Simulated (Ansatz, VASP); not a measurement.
## ZnS: VASP and Ansatz over several settings

```
Zn S
1.0
     3.82270    0.00000    0.00000
    -1.91135    3.31056    0.00000
     0.00000    0.00000   12.52000
Zn S
4 4
Direct
  0.66667 0.33333 0.75000
  0.33333 0.66667 0.25000
  0.00000 0.00000 0.50000
  0.00000 0.00000 0.00000
  0.66667 0.33333 0.93750
  0.33333 0.66667 0.43750
  0.00000 0.00000 0.68750
  0.00000 0.00000 0.18750
```

Single points on this cell with VASP 6.6.1 and Ansatz 0.2.0. Each row is one pair of runs. Alike in all rows: spin: off; k mesh: 8 × 8 × 3; smearing: fermi-dirac, width 0.05 eV; VASP's potentials, cutoff: VASP PAW PBE potentials, release 64 (Zn, S), 520 eV; Ansatz's potentials, cutoff: Ansatz PAW, 420 eV.

```tsv
level	gap on the k mesh at the Fermi level (eV), VASP	gap on the k mesh at the Fermi level (eV), Ansatz	least direct gap on the mesh (eV), VASP	least direct gap on the mesh (eV), Ansatz	pressure (GPa), VASP	pressure (GPa), Ansatz
PBE+D3(BJ)	2.13	2.13	2.13	2.13	-1.2	-1.4
revPBE+D3(BJ)	2.26	2.25	2.26	2.25	-2.2	-2.4
revPBE+D4	2.26	2.25	2.26	2.25	-2.0	-2.1
```

Gap on the k mesh at the fermi level (eV): the two programs differ by at most 0.005; least direct gap on the mesh (eV): the two programs differ by at most 0.005; pressure (GPa): the two programs differ by at most 0.16.

Noted on Ansatz's runs: odd divisions of the mesh miss points on the zone boundary, where band edges often lie, so the gap on the mesh can be too wide.
